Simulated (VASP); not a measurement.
# CuO (Cc) in VASP: settings compared, part 2 of 3

VASP 6.6.1. Earlier steps stand in the parts before.

## 3. Single point, RPBE

This run uses another cell than the first one, of 9.76 Å³/atom, 0.960 times its volume.

INCAR

```
SYSTEM = CuO
PREC = Accurate
ENCUT = 700
EDIFF = 1E-6
ISMEAR = -1
SIGMA = 0.05
LREAL = .False.
LASPH = .True.
NELM = 120
ALGO = Normal
ISIF = 2
LWAVE = .False.
LCHARG = .False.
GGA = RP
NBANDS = 33
GGA_COMPAT = .False.
```

KPOINTS

```
regular mesh
0
Gamma
  10 10 5
  0 0 0
```

POSCAR

```
CuO
1.0
    2.3129614193     -1.6902429297      0.0000000000
    2.3129614193      1.6902429297      0.0000000000
   -0.8489194314      0.0000000000      4.9910602940
Cu O
2 2
Direct
    0.0032000000      0.4968000000      0.0000000000
    0.4968000000      0.0032000000      0.5000000000
    0.5714000000      0.4056000000      0.2537000000
    0.4056000000      0.5714000000      0.7537000000
```

Potentials or basis: VASP PAW PBE potentials, release 64 (Cu_sv_GW, O).

Run with:

```bash
$ cat potpaw_PBE.64/Cu_sv_GW/POTCAR potpaw_PBE.64/O/POTCAR > POTCAR
$ mpirun -np 1 vasp_std > vasp.out
```

OUTCAR:

```text
SYSTEM = CuO
   PREC = Accurate
   ENCUT = 700
   EDIFF = 1E-6
   ISMEAR = -1
   LREAL = .False.
   LASPH = .True.
   NELM = 120
   ISIF = 2
   GGA = RP

 ion  position               nearest neighbor table
   1  0.003  0.497  0.000-   4 1.88   3 1.91   4 1.95   3 1.99
   2  0.497  0.003  0.500-   3 1.88   4 1.91   3 1.95   4 1.99
   3  0.571  0.406  0.254-   2 1.88   1 1.91   2 1.95   1 1.99
   4  0.406  0.571  0.754-   1 1.88   2 1.91   1 1.95   2 1.99

  LATTYP: Found a base centered monoclinic cell.
 ALAT       =     4.6259228386
 B/A-ratio  =     0.7307700490
 C/A-ratio  =     1.0944283419
[... 1059 lines left out ...]
 [... further k-points ...]
[... 5 lines left out ...]
  --------------------------------------------------------------------------------------
  -------------------------------------------------------------------------------------
  Total        4.1959815      3.6599854      4.4285829      0.0000000      0.0000000     -0.8270400
  in kB      172.2676858    150.2621529    181.8172280      0.0000000      0.0000000    -33.9544550
  external PRESSURE =     168.1156889 kB  Pullay stress =       0.0000000 kB

 VOLUME and BASIS-vectors are now :
 -----------------------------------------------------------------------------
  energy-cutoff  :      700.00
  volume of cell :       39.02
      direct lattice vectors                 reciprocal lattice vectors
     2.312961419 -1.690242930  0.000000000     0.216173083 -0.295815466  0.036768446
     2.312961419  1.690242930  0.000000000     0.216173083  0.295815466  0.036768446
    -0.848919431  0.000000000  4.991060294     0.000000000  0.000000000  0.200358229

 POSITION                                       TOTAL-FORCE (eV/Angst)
 -----------------------------------------------------------------------------------
      1.15648      0.83430      0.00000        -0.751304      0.441820      0.300959
      0.73202     -0.83430      2.49553        -0.751304     -0.441820      0.300959
      2.04439     -0.28024      1.26623         0.751304      0.097622     -0.300959
      1.61993      0.28024      3.76176         0.751304     -0.097622     -0.300959
 -----------------------------------------------------------------------------------
    total drift:                                0.000608      0.000000     -0.000663

  FREE ENERGIE OF THE ION-ELECTRON SYSTEM (eV)
  ---------------------------------------------------
  free  energy   TOTEN  =       -17.6948797496 eV

  energy  without entropy=      -17.6762855117  energy(sigma->0) =      -17.68558263
```

OSZICAR:

```text
N       E                     dE             d eps       ncg     rms          rms(c)
DAV:   1     0.999285068225E+03    0.99929E+03   -0.37748E+04 14639   0.533E+03
DAV:   2     0.783008754976E+02   -0.92098E+03   -0.88406E+03 15523   0.137E+03
DAV:   3    -0.194701381717E+02   -0.97771E+02   -0.95708E+02 17926   0.483E+02
DAV:   4    -0.234171941965E+02   -0.39471E+01   -0.39301E+01 14936   0.111E+02
DAV:   5    -0.235943073478E+02   -0.17711E+00   -0.17702E+00 16084   0.209E+01    0.171E+01
DAV:   6    -0.213972894951E+02    0.21970E+01   -0.41006E+01 16356   0.324E+02    0.152E+01
DAV:   7    -0.176462280397E+02    0.37511E+01   -0.13900E+01 14892   0.275E+02    0.387E+00
DAV:   8    -0.177083868148E+02   -0.62159E-01   -0.12334E+00 15916   0.155E+01    0.205E+00
DAV:   9    -0.176982871376E+02    0.10100E-01   -0.62199E-02 17836   0.128E+01    0.581E-01
DAV:  10    -0.176947341579E+02    0.35530E-02   -0.11690E-02 17620   0.714E+00    0.121E-01
DAV:  11    -0.176949180888E+02   -0.18393E-03   -0.12878E-03 17388   0.922E-01    0.696E-02
DAV:  12    -0.176948778060E+02    0.40283E-04   -0.30407E-04 15668   0.410E-01    0.154E-02
DAV:  13    -0.176948780426E+02   -0.23669E-06   -0.21397E-05 15732   0.134E-01    0.759E-03
DAV:  14    -0.176948794142E+02   -0.13715E-05   -0.14907E-06  8020   0.883E-02    0.147E-03
DAV:  15    -0.176948797496E+02   -0.33544E-06   -0.39986E-07  6548   0.298E-02
   1 F= -.17694880E+02 E0= -.17685583E+02  d E =-.185942E-01
```

stdout:

```text
POSCAR found type information on POSCAR CuO
 POSCAR found :  2 types and       4 ions
 scaLAPACK will be used
 -----------------------------------------------------------------------------
|                                                                             |
|                                                                             |
|     You enforced a specific xc type in the INCAR file but a different       |
|     I HOPE YOU KNOW WHAT YOU ARE DOING!                                     |
|                                                                             |
 -----------------------------------------------------------------------------

 LDA part: xc-table for (Slater+PW92), standard interpolation
 POSCAR, INCAR and KPOINTS ok, starting setup
 FFT: planning ... GRIDC
 FFT: planning ... GRID_SOFT
 FFT: planning ... GRID
 WAVECAR not read
 entering main loop
```

Wall time 2.7 min (1 thread of AMD EPYC 9R45 (Zen 5), shared host); peak memory 0.36 GiB.

What came out:

* Free energy: -17.6949 eV
* Pressure: 16.8 GPa
* Largest force: 0.922 eV/Å
* Band gap on the k mesh: zero (band 25 reaches 6.72 eV, above the bottom of band 26 at 6.13 eV)

Forces on the atoms (eV/Å):
```
Cu  -0.751  0.442  0.301
Cu  -0.751 -0.442  0.301
O    0.751  0.098 -0.301
O    0.751 -0.098 -0.301
```

Levels at points of the mesh, in eV from the Fermi level:
| k point | band 23 | band 24 | band 25 | band 26 | band 27 | band 28 |
| --- | --- | --- | --- | --- | --- | --- |
| (0.00, 0.00, 0.00) | -2.26 | -1.74 | 0.21 | 0.95 | 1.84 | 6.09 |
| (0.50, 0.00, 0.00) | -1.60 | -1.49 | -0.03 | 0.29 | 4.90 | 6.48 |
| (0.50, 0.50, 0.00) | -1.70 | -1.29 | -0.70 | 1.11 | 3.26 | 7.23 |

Caveat: the PAW data sets were made with another functional, which shifts forces and pressure a little; semilocal functionals often make such compounds metallic where correlation or magnetic order opens a gap, which also shifts bond lengths. With open d or f shells a metallic result of RPBE can be an artefact of self-interaction; +U or a hybrid may open a gap.

## 4. Single point, RPBE

INCAR

```
PREC = Accurate
ENCUT = 700
EDIFF = 1E-6
ISMEAR = -1
SIGMA = 0.05
LREAL = False
LASPH = True
NELM = 120
ALGO = Normal
ISIF = 2
LWAVE = False
LCHARG = False
GGA = RP
NBANDS = 33
GGA_COMPAT = False
```

KPOINTS

```
Automatic mesh
0
Gamma
  10 10 5
```

POSCAR

```
CuO
1.0
    2.3446497600     -1.7133998200      0.0000000000
    2.3446497600      1.7133998200      0.0000000000
   -0.8605499100      0.0000000000      5.0594394800
Cu O
2 2
Direct
    0.0032000000      0.4968000000      0.0000000000
    0.4968000000      0.0032000000      0.5000000000
    0.5714000000      0.4056000000      0.2537000000
    0.4056000000      0.5714000000      0.7537000000
```

Potentials or basis: VASP PAW PBE potentials, release 64 (Cu_sv_GW, O).

Run with:

```bash
$ cat potpaw_PBE.64/Cu_sv_GW/POTCAR potpaw_PBE.64/O/POTCAR > POTCAR
$ mpirun -np 1 vasp_std > vasp.out
```

OUTCAR:

```text
PREC = Accurate
   ENCUT = 700
   EDIFF = 1E-6
   ISMEAR = -1
   LREAL = False
   LASPH = True
   NELM = 120
   ISIF = 2
   GGA = RP

 ion  position               nearest neighbor table
   1  0.003  0.497  0.000-   4 1.91   3 1.93   4 1.98   3 2.02
   2  0.497  0.003  0.500-   3 1.91   4 1.93   3 1.98   4 2.02
   3  0.571  0.406  0.254-   2 1.91   1 1.93   2 1.98   1 2.02
   4  0.406  0.571  0.754-   1 1.91   2 1.93   1 1.98   2 2.02

  LATTYP: Found a base centered monoclinic cell.
 ALAT       =     4.6892995200
 B/A-ratio  =     0.7307700490
 C/A-ratio  =     1.0944283419
 COS(beta)  =    -0.1676798045

  Lattice vectors:

 A1 = (   2.3446497600,  -1.7133998200,   0.0000000000)
 A2 = (   2.3446497600,   1.7133998200,   0.0000000000)
 A3 = (  -0.8605499100,   0.0000000000,   5.0594394800)

Analysis of symmetry for initial positions (statically):
=====================================================================
 Subroutine PRICEL returns:
 Original cell was already a primitive cell.

 Routine SETGRP: Setting up the symmetry group for a
 base centered monoclinic supercell.

 Subroutine GETGRP returns: Found  2 space group operations
 (whereof  1 operations were pure point group operations)
 out of a pool of  4 trial point group operations.

The static configuration has the point symmetry C_1 .
 The point group associated with its full space group is C_1h.

Analysis of symmetry for dynamics (positions and initial velocities):
=====================================================================
 Subroutine PRICEL returns:
 Original cell was already a primitive cell.

 Routine SETGRP: Setting up the symmetry group for a
 base centered monoclinic supercell.

 Subroutine GETGRP returns: Found  2 space group operations
 (whereof  1 operations were pure point group operations)
 out of a pool of  4 trial point group operations.

The dynamic configuration has the point symmetry C_1 .
 The point group associated with its full space group is C_1h.

 Subroutine INISYM returns: Found  2 space group operations
 (whereof  1 operations are pure point group operations),
 and found     1 'primitive' translations

----------------------------------------------------------------------------------------

                                     Primitive cell

  volume of cell :      40.6508

  direct lattice vectors                    reciprocal lattice vectors
     2.344649760 -1.713399820  0.000000000     0.213251467 -0.291817470  0.036271514
     2.344649760  1.713399820  0.000000000     0.213251467  0.291817470  0.036271514
    -0.860549910  0.000000000  5.059439480     0.000000000  0.000000000  0.197650353

  length of vectors
     2.903983719  2.903983719  5.132102298     0.363248188  0.363248188  0.197650353

  position of ions in fractional coordinates (direct lattice)
     0.003200000  0.496800000  0.000000000
     0.496800000  0.003200000  0.500000000
     0.571400000  0.405600000  0.253700000
     0.405600000  0.571400000  0.753700000

  ion indices of the primitive-cell ions
   primitive index   ion index
                 1           1
                 2           2
                 3           3
                 4           4

----------------------------------------------------------------------------------------

 KPOINTS: Automatic mesh

Automatic generation of k-mesh.
 Grid dimensions read from file:
 generate k-points for:   10   10    5

 Generating k-lattice:

  Cartesian coordinates                     Fractional coordinates (reciprocal lattice)
     0.021325147 -0.029181747  0.003627151     0.100000000  0.000000000  0.000000000
     0.021325147  0.029181747  0.003627151     0.000000000  0.100000000  0.000000000
     0.000000000  0.000000000  0.039530071     0.000000000  0.000000000  0.200000000

  Length of vectors
     0.036324819  0.036324819  0.039530071

  Shift w.r.t. Gamma in fractional coordinates (k-lattice)
     0.000000000  0.000000000  0.000000000

 Subroutine IBZKPT returns following result:
 ===========================================

 Found    141 irreducible k-points:

 Following reciprocal coordinates:
            Coordinates               Weight
  0.000000  0.000000  0.000000      1.000000
  0.100000 -0.000000 -0.000000      4.000000
  0.200000 -0.000000 -0.000000      4.000000
  0.300000  0.000000  0.000000      4.000000
  0.400000  0.000000  0.000000      4.000000
  0.500000  0.000000 -0.000000      2.000000
[... 16 lines left out ...]
  0.300000  0.300000  0.000000      2.000000
  0.400000  0.300000 -0.000000      4.000000
 [... further k-points ...]
   k-points           NKPTS =    141   k-points in BZ     NKDIM =    141   number of bands    NBANDS=     33
   number of dos      NEDOS =    301   number of ions     NIONS =      4
   total plane-waves  NPLWV =  37632
   dimension x,y,z NGX =    28 NGY =   28 NGZ =   48
   dimension x,y,z NGXF=    56 NGYF=   56 NGZF=   96
   ions per type =               2   2
   NGX,Y,Z   is equivalent  to a cutoff of  16.03, 16.03, 15.55 a.u.
   NGXF,Y,Z  is equivalent  to a cutoff of  32.06, 32.06, 31.10 a.u.
 SYSTEM =  unknown system
   PREC   = accura    normal or accurate (medium, high low for compatibility)
   ISTART =      0    job   : 0-new  1-cont  2-samecut
   ICHARG =      2    charge: 1-file 2-atom 10-const
   ISPIN  =      1    spin polarized calculation?
   LNONCOLLINEAR =      F non collinear calculations
   LSORBIT =      F    spin-orbit coupling
   LASPH  =      T    aspherical Exc in radial PAW
   ENCUT  =  700.0 eV  51.45 Ry    7.17 a.u.   6.26  6.26 11.07*2*pi/ulx,y,z
   NELM   =    120;   NELMIN=  2; NELMDL= -5     # of ELM steps
   EDIFF  = 0.1E-05   stopping-criterion for ELM
   LREAL  =      F    real-space projection
   EDIFFG = 0.1E-04   stopping-criterion for IOM
   NSW    =      0    number of steps for IOM
   IBRION =     -1    ionic relax: 0-MD 1-quasi-New 2-CG
   NFREE  =      0    steps in history (QN), initial steepest desc. (CG)
   ISIF   =      2    stress and relaxation
   ISYM   =      2    0-nonsym 1-usesym 2-fastsym
   POTIM  = 0.5000    time-step for ionic-motion
   TEBEG  =    0.0;   TEEND  =   0.0 temperature during run
   PSTRESS=    0.0 pullay stress
   NELECT =      50.0000    total number of electrons
   NUPDOWN=      -1.0000    fix difference up-down
   EMIN   =  10.00;   EMAX   =-10.00  energy-range for DOS
   EFERMI =   0.00;   METHOD = LEGACY
   ISMEAR =    -1;   SIGMA  =   0.05  broadening in eV -4-tet -1-fermi 0-gaus
   EFERMI_NEDOS =   21; number of points for ismear=-14 and -15
   IALGO  =     38    algorithm
   IMIX   =      4    mixing-type and parameters
     AMIX     =   0.40;   BMIX     =  1.00
     AMIX_MAG =   1.60;   BMIX_MAG =  1.00
  volume/ion in A,a.u.               =      10.16        68.58
  Fermi-wavevector in a.u.,A,eV,Ry     =   1.754049  3.314673 41.860895  3.076689
  Thomas-Fermi vector in A             =   2.824066
   LORBIT       =      0    0 simple, 1 ext, 2 COOP (PROOUT), +10 PAW based schemes
   GGA     = RP    functional components
   LHFCALC =     F    Hartree Fock is set to
   AEXX    =    0.0000 exact exchange contribution
   IVDW    =     0    specifies the selected vdW correction
   LEPSILON=     F    determine dielectric tensor
   LRPA    =     F    only Hartree local field effects (RPA)
 non-spin polarized calculation
  energy-cutoff  :      700.00
  volume of cell :       40.65
 maximum number of plane-waves:      1726
 NGX is ok and might be reduce to    28
   NGX = 13   NGY = 13   NGZ = 23

 number of electron      49.9999991 magnetization

 Free energy of the ion-electron system (eV)
  ---------------------------------------------------
  ext. energy  EPLUGINS =         0.00000000
  ---------------------------------------------------
  free energy    TOTEN  =       -17.85304929 eV

  energy without entropy =      -17.83387214  energy(sigma->0) =      -17.84346072

 E-fermi :   5.8858     XC(G=0): -12.0277

 val. band max:        5.8747850008   @ k =  -0.2000   0.3000   0.4000
 cond. band min:       5.8900958547   @ k =  -0.4000   0.2000   0.4000
 fundamental gap:      0.0153108539
 Fermi energy:         5.8858159056

 k-point     1 :       0.0000    0.0000    0.0000
  band No.  band energies     occupation
      1    -106.8451      2.00000
      2    -106.8445      2.00000
      3     -64.3059      2.00000
      4     -64.3058      2.00000
      5     -64.2820      2.00000
      6     -64.2729      2.00000
[... 25 lines left out ...]
     32      22.2830      0.00000
     33      22.6847      0.00000
[... 797 lines left out ...]
      3     -64.3182      2.00000
      4     -64.3138      2.00000
      5     -64.2796      2.00000
      6     -64.2742      2.00000
[... 25 lines left out ...]
     32      19.2550      0.00000
     33      20.3463      0.00000

 [... further k-points ...]
[... 5 lines left out ...]
  --------------------------------------------------------------------------------------
  -------------------------------------------------------------------------------------
  Total        2.1090983      2.1243011      2.0747145      0.0000000      0.0000000     -0.5483036
  in kB       83.1262717     83.7254622     81.7710970      0.0000000      0.0000000    -21.6103902
  external PRESSURE =      82.8742770 kB  Pullay stress =       0.0000000 kB

 VOLUME and BASIS-vectors are now :
 -----------------------------------------------------------------------------
  energy-cutoff  :      700.00
  volume of cell :       40.65
      direct lattice vectors                 reciprocal lattice vectors
     2.344649760 -1.713399820  0.000000000     0.213251467 -0.291817470  0.036271514
     2.344649760  1.713399820  0.000000000     0.213251467  0.291817470  0.036271514
    -0.860549910  0.000000000  5.059439480     0.000000000  0.000000000  0.197650353

 POSITION                                       TOTAL-FORCE (eV/Angst)
 -----------------------------------------------------------------------------------
      1.17232      0.84573      0.00000        -0.653732      0.367781      0.256509
      0.74205     -0.84573      2.52972        -0.653732     -0.367781      0.256509
      2.07240     -0.28408      1.28358         0.653732      0.231478     -0.256509
      1.64213      0.28408      3.81330         0.653732     -0.231478     -0.256509
 -----------------------------------------------------------------------------------
    total drift:                                0.000826      0.000000     -0.000628

  FREE ENERGIE OF THE ION-ELECTRON SYSTEM (eV)
  ---------------------------------------------------
  free  energy   TOTEN  =       -17.8530492939 eV

  energy  without entropy=      -17.8338721425  energy(sigma->0) =      -17.84346072
```

It took 2.8 min on 1 thread of Intel Xeon 6975P-C (Granite Rapids), shared host; peak memory 0.39 GiB.

Results:

* Free energy: -17.8530 eV
* Pressure: 8.3 GPa
* Largest force: 0.793 eV/Å
* Band gap on the k mesh: zero (band 25 reaches 6.16 eV, above the bottom of band 26 at 5.56 eV)

Forces on the atoms (eV/Å):
```
Cu  -0.654  0.368  0.257
Cu  -0.654 -0.368  0.257
O    0.654  0.231 -0.257
O    0.654 -0.231 -0.257
```

Levels at points of the mesh, in eV from the Fermi level:
| k point | band 22 | band 23 | band 24 | band 25 | band 26 | band 27 | band 28 | band 29 |
| --- | --- | --- | --- | --- | --- | --- | --- | --- |
| (0.00, 0.00, 0.00) | -2.22 | -2.13 | -1.65 | 0.21 | 0.91 | 1.70 | 6.05 | 8.17 |
| (0.50, 0.00, 0.00) | -1.60 | -1.51 | -1.41 | -0.03 | 0.29 | 4.92 | 6.32 | 6.95 |
| (0.50, 0.50, 0.00) | -2.11 | -1.66 | -1.23 | -0.66 | 1.06 | 3.39 | 7.08 | 8.57 |

Caveat: the PAW data sets were made with another functional, which shifts forces and pressure a little; semilocal functionals often make such compounds metallic where correlation or magnetic order opens a gap, which also shifts bond lengths.

[end of part 2 of 3]
